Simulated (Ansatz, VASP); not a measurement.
# Al3Si2F: VASP beside Ansatz

```
CELL_PARAMETERS angstrom
-2.46420 2.46420 4.82843
2.46420 -2.46420 4.82843
2.46420 2.46420 -4.82843
ATOMIC_POSITIONS crystal
Al 0.28318 0.28318 0.00000
Al 0.71682 0.71682 0.00000
Al 0.00000 0.00000 0.00000
Si 0.50000 0.00000 0.50000
Si 0.00000 0.50000 0.50000
F 0.50000 0.50000 0.00000
```

Alike in both runs: functional PBE; k mesh 3 × 3 × 3; occupations gaussian, width 0.15 eV; no spin polarisation.

Ansatz relaxed the structure, and its values are those at the end. VASP's run is a single point on that final structure, the one shown.

|  | VASP | Ansatz |
| --- | --- | --- |
| version | VASP 6.6.1 | Ansatz 0.2.0 |
| potentials or method | VASP PAW PBE potentials, release 64 (Al, Si, F), cutoff 600 eV | scalar-relativistic, plane waves, PAW |
| valence electrons in the cell | 24 | 24 |

|  | VASP | Ansatz | Ansatz less VASP |
| --- | --- | --- | --- |
| gap on the k mesh at the Fermi level (eV) | none | none | - |
| pressure (GPa) | 0.0 | 0.1 | +0.07 |

A gap of «none» marks a metal or a gap that the smearing closes.

The k mesh is coarse, so the values compare programs but aren't converged.
